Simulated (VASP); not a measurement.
A run of VASP 6.6.1 is set up as follows.

The input INCAR:

```
ALGO = Normal
EDIFF = 1E-6
ENCUT = 520
GGA = PS
ISIF = 2
ISMEAR = -1
LASPH = T
LCHARG = T
LELF = T
LREAL = F
LVHAR = T
LWAVE = F
NBANDS = 18
NELM = 80
PREC = Accurate
SIGMA = 0.1
```

File KPOINTS:

```
k-points
0
Gamma
  14 14 8
```

The input POSCAR:

```
Au
1.0
    2.8644931134      0.0000000000      0.0000000000
   -1.4322465567      2.4807238052      0.0000000000
    0.0000000000      0.0000000000      4.7899162086
Au
2
Direct
    0.3333333333      0.6666666667      0.2500000000
    0.6666666667      0.3333333333      0.7500000000
```

Potentials or basis: VASP PAW PBE potentials, release 64 (Au).

Command:

```sh
$ cat potpaw_PBE.64/Au/POTCAR > POTCAR
$ mpirun -np 1 vasp_std > vasp.out
```

Task: Predict the band gap on the k mesh.

Result: Zero (band 11 reaches 13.17 eV, above the bottom of band 12 at 6.65 eV).

Task: Predict the pressure.

Result: -0.1 GPa.

Stress tensor (GPa, compression positive):
```
-0.19  0.00  0.00
 0.00 -0.19  0.00
 0.00  0.00 -0.04
```

Caveat: the PAW data sets were made with another functional, which shifts forces and pressure a little; spin-orbit coupling is left out, which moves the levels of the heavy elements.
